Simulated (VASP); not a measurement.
# Al: single point with LDA

Al:

```xyz
1
Lattice="-1.5946 1.5946 1.5946 1.5946 -1.5946 1.5946 1.5946 1.5946 -1.5946" Properties=species:S:1:pos:R:3 pbc="T T T"
Al    0.0000    0.0000    0.0000
```

This isn't the form of Al at room conditions, which is fcc.

* Program: VASP 6.6.1
* Task: single point
* Functional: LDA
* Potentials or basis: VASP PAW LDA potentials, release 64 (Al)
* Cutoff: 520 eV
* k mesh: 18 × 18 × 18
* Occupations: gaussian, width 0.1 eV
* Spin: no spin polarisation
* Dipole correction: no
* Further INCAR settings: ALGO = Normal; EDIFF = 1e-07; NBANDS = 8

* Pressure: 0.1 GPa
* Band gap on the k mesh: zero (an odd number of electrons rules out a gap without spin polarisation)

Levels at points of the mesh, in eV from the Fermi level:
| k point | band 1 | band 2 | band 3 | band 4 | band 5 | band 6 |
| --- | --- | --- | --- | --- | --- | --- |
| (0.00, 0.00, 0.00) | -11.23 | 13.29 | 13.29 | 13.29 | 14.67 | 14.67 |
| (0.50, 0.00, 0.00) | -4.35 | -3.90 | 8.16 | 8.31 | 10.04 | 11.48 |
| (0.50, 0.50, 0.50) | 1.86 | 1.86 | 1.86 | 3.02 | 3.02 | 5.58 |

Run time: 22 s on 1 thread of Intel Xeon 8259CL, with other jobs on the host, peak memory 0.13 GiB.
